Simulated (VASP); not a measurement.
A run of VASP 6.6.1 is set up as follows.

INCAR

```
  PREC = Accurate
  ENCUT = 500
  EDIFF = 1E-6
  ISMEAR = -1
  SIGMA = 0.1
  LREAL = F
  LASPH = T
  NELM = 120
  ALGO = Normal
  ISIF = 2
  LWAVE = F
  LCHARG = F
  NBANDS = 24
  GGA_COMPAT = F
```

File KPOINTS:

```
regular mesh
0
Gamma
  8 8 8
```

File POSCAR:

```
Au
1.0
   -2.0525980000      2.0525980000      4.0026500000
    2.0525980000     -2.0525980000      4.0026500000
    2.0525980000      2.0525980000     -4.0026500000
Au
3
Direct
    0.7500000000      0.2500000000      0.5000000000
    0.2500000000      0.7500000000      0.5000000000
    0.5000000000      0.5000000000      0.0000000000
```

Potentials or basis: VASP PAW LDA potentials, release 64 (Au).

Launch:

```console
$ cat potpaw_LDA.64/Au/POTCAR > POTCAR
$ mpirun -np 1 vasp_std > vasp.out
```

Question: What does it give for the band gap on the k mesh?

Answer: Zero (an odd number of electrons rules out a gap without spin polarisation).

Question: What does it give for the pressure?

Answer: -13.6 GPa.

Stress tensor (GPa, compression positive):
```
-14.02   0.00   0.00
  0.00 -14.02   0.00
  0.00   0.00 -12.63
```

Caveat: the cell stands under tension; spin-orbit coupling is left out, which moves the levels of the heavy elements.
